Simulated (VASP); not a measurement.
Write the native input for VASP 6.6.1 that does the following.

* Task: single point
* Functional: PBEsol
* Potentials or basis: VASP PAW PBE potentials, release 64 (Al, N)
* Cutoff: 520 eV
* k mesh: 10 × 10 × 10
* Occupations: gaussian, width 0.05 eV
* Spin: no spin polarisation
* Dipole correction: no
* Further INCAR settings: ALGO = Normal; EDIFF = 1e-06; NBANDS = 11

The structure of AlN lies in POSCAR:

```
AlN
1.0
    0.1135295273      2.2422081634      2.2422081634
    2.2422081634      0.1135295273      2.2422081634
    2.2422081634      2.2422081634      0.1135295273
Al N
1 1
Direct
    0.0000000000      0.0000000000      0.0000000000
    0.7500000000      0.7500000000      0.7500000000
```

This cell differs from its parent crystal: ratio of the length along [111] to the lengths across it x 1.08, volume and fractional coordinates fixed.

These files were run (other wordings do the same):

INCAR

```
  PREC = Accurate
  ENCUT = 520
  EDIFF = 1E-6
  ISMEAR = 0
  SIGMA = 0.05
  LREAL = F
  LASPH = T
  NELM = 80
  ALGO = Normal
  ISIF = 2
  LWAVE = F
  LCHARG = F
  GGA = PS
  NBANDS = 11
```

KPOINTS

```
regular mesh
0
Gamma
  10 10 10
```

Potentials or basis: VASP PAW PBE potentials, release 64 (Al, N).

Launch:

```console
$ cat potpaw_PBE.64/Al/POTCAR potpaw_PBE.64/N/POTCAR > POTCAR
$ mpirun -np 1 vasp_std > vasp.out
```

It gave:

The pressure is 2.9 GPa, the largest force is 0.577 eV/Å and the band gap on the k mesh is 2.97 eV, indirect (least direct gap 3.78 eV).

Caveat: the PAW data sets were made with another functional, which shifts forces and pressure a little.

Run time: 16 s on 1 thread of Intel Xeon 6975P-C, on a shared host, peak memory 0.15 GiB.
